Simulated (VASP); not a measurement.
## TaN: single point with PBE

Crystal: TaN.

```
Ta N
1.0
     5.19600    0.00000    0.00000
    -2.59800    4.49987    0.00000
     0.00000    0.00000    2.91100
Ta N
3 3
Direct
  0.33333 0.66667 0.50000
  0.66667 0.33333 0.50000
  0.00000 0.00000 0.00000
  0.39285 0.00000 0.00000
  0.60715 0.60715 0.00000
  0.00000 0.39285 0.00000
```

| Property | Result |
| --- | --- |
| Program | VASP 6.6.1 |
| Task | single point |
| Functional | PBE |
| Potentials or basis | VASP PAW PBE potentials, release 64 (Ta_pv, N) |
| Cutoff | 520 eV |
| k mesh | 12 × 12 × 14 |
| Occupations | gaussian, width 0.05 eV |
| Spin | no spin polarisation |
| Dipole correction | no |
| Further INCAR settings | ALGO = Normal; EDIFF = 1e-06; NBANDS = 33 |

The pressure is 5.7 GPa and the largest force is 0.040 eV/Å. The band gap on the k mesh is zero (bands 24 and 25 overlap by 3.10 eV).

Forces in eV/Å, atoms in the order of the input:
```
Ta   0.000  0.000  0.000
Ta   0.000  0.000  0.000
Ta   0.000  0.000  0.000
N    0.040  0.000  0.000
N   -0.020 -0.035  0.000
N   -0.020  0.035  0.000
```

Stress tensor (GPa, compression positive):
```
6.01 0.00 0.00
0.00 6.01 0.00
0.00 0.00 5.02
```

Levels at points of the mesh, in eV from the Fermi level:
```
           k point  band 22  band 23  band 24  band 25  band 26  band 27
(0.00, 0.00, 0.00)    -3.38    -1.95    -0.96    -0.96     0.55     0.55
(0.50, 0.00, 0.00)    -3.92    -2.88    -2.67     1.16     1.77     1.88
(0.00, 0.00, 0.50)    -2.91    -2.91     1.87     1.87     1.93     2.17
(0.50, 0.00, 0.50)    -3.30    -2.01    -0.99     0.47     1.34     3.21
```

It took 4 min on 1 thread of Intel(R) Xeon(R) Platinum 8259CL CPU @ 2.50GHz (Skylake/Cascade Lake) (shared host), peak memory 0.38 GiB.

Caveat: the cell stands under pressure; spin-orbit coupling is left out, which moves the levels of the heavy elements.
